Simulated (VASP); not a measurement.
Crystal: PtSe2.

```
Pt Se
1.0
     1.72288    0.99471    6.33437
    -1.72288    0.99471    6.33437
     0.00000   -1.98941    6.33437
Pt Se
1 2
Direct
  0.00000 0.00000 0.00000
  0.42185 0.42185 0.42185
  0.24481 0.24481 0.24481
```

```yaml
Program: VASP 6.6.1
Task: relaxation of cell and atoms
Functional: PBEsol
Potentials_or_basis: VASP PAW PBE potentials, release 64 (Pt, Se)
Cutoff: 500 eV
k_mesh: 8 × 8 × 8
Occupations: fermi-dirac, width 0.03 eV
Spin: no spin polarisation
```

At the start: pressure -5.4 GPa; volume 21.71 Å³/atom.

How do energy, volume and symmetry change on relaxing?

Over 18 steps the energy falls by 115.0 meV/atom and the volume is 20.19 Å³/atom (-7.0 %); space group R3m (No. 160, to 0.1 Å) before and after.

The path:
```tsv
step	energy change (eV)	largest force (eV/Å)	pressure (GPa)	volume (Å³)
1	0.0000	0.9339	-5.44	65.13
2	-0.0142	1.1183	11.96	58.37
3	-0.1216	0.0823	2.38	61.48
4	-0.2311	0.0867	2.05	62.16
5	-0.3161	0.3705	1.37	62.98
6	-0.3170	0.4357	1.29	63.08
7	-0.3064	0.2170	-3.56	65.05
8	-0.3235	0.1782	-0.66	63.81
9	-0.3293	0.1291	-0.52	63.30
10	-0.3382	0.0979	0.04	61.78
11	-0.3384	0.1212	0.17	61.49
12	-0.3430	0.0702	-0.37	61.25
13	-0.3439	0.0794	-0.68	61.09
14	-0.3432	0.1219	0.94	60.05
15	-0.3449	0.0181	0.00	60.64
16	-0.3449	0.0192	0.01	60.63
17	-0.3449	0.0123	0.01	60.60
18	-0.3450	0.0096	0.01	60.56
```

Final structure:
```xyz
3
Lattice="1.8187 1.0501 5.2850 -1.8187 1.0501 5.2850 0.0000 -2.1001 5.2850" Properties=species:S:1:pos:R:3 pbc="T T T"
Pt    0.0000    0.0000   15.8392
Se    0.0000    0.0000    6.7451
Se    0.0000    0.0000    3.8407
```

Caveat: the PAW data sets were made with another functional, which shifts forces and pressure a little.
